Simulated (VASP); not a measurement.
C: single point with PBEsol

Crystal: C.

```
C
1.0
     2.45884    0.00000    0.00000
    -1.22942    2.12942    0.00000
     0.00000    0.00000    7.19131
C
4
Direct
  0.00000 0.00000 0.25000
  0.00000 0.00000 0.75000
  0.33333 0.66667 0.25000
  0.66667 0.33333 0.75000
```

```yaml
Program: VASP 6.6.1
Task: single point
Functional: PBEsol
Potentials_or_basis: VASP PAW PBE potentials, release 64 (C)
Cutoff: 520 eV
k_mesh: 20 × 20 × 6
Occupations: gaussian, width 0.05 eV
Spin: no spin polarisation
Dipole_correction: no
Further_INCAR_settings: ALGO = Normal; EDIFF = 1e-06; NBANDS = 16
```

```yaml
Pressure: 0.7 GPa
Band_gap_on_the_k_mesh: 0.65 eV, direct
```

Stress tensor (GPa, compression positive):
```
0.97 0.00 0.00
0.00 0.97 0.00
0.00 0.00 0.04
```

Levels at points of the mesh, in eV from the valence-band top:
```csv
k point,band 6,band 7,band 8,band 9,band 10,band 11
"(0.00, 0.00, 0.00)",-2.69,-2.68,-2.68,3.85,8.64,8.64
"(0.50, 0.00, 0.00)",-6.10,-2.35,-1.88,1.76,2.30,7.62
"(0.00, 0.00, 0.50)",-2.69,-2.69,-2.69,6.01,6.01,8.66
"(0.50, 0.00, 0.50)",-6.11,-2.08,-2.08,1.92,1.92,7.74
```

Run time: 66 s on 1 thread of Intel(R) Xeon(R) Platinum 8259CL CPU @ 2.50GHz (Skylake/Cascade Lake), with other jobs on the host, peak memory 0.19 GiB.

Caveat: the PAW data sets were made with another functional, which shifts forces and pressure a little; this functional lacks dispersion, which binds the layers, so the pressure and a relaxed spacing across them are unreliable. PBEsol gaps usually lie below the measured ones, often by a third to a half.
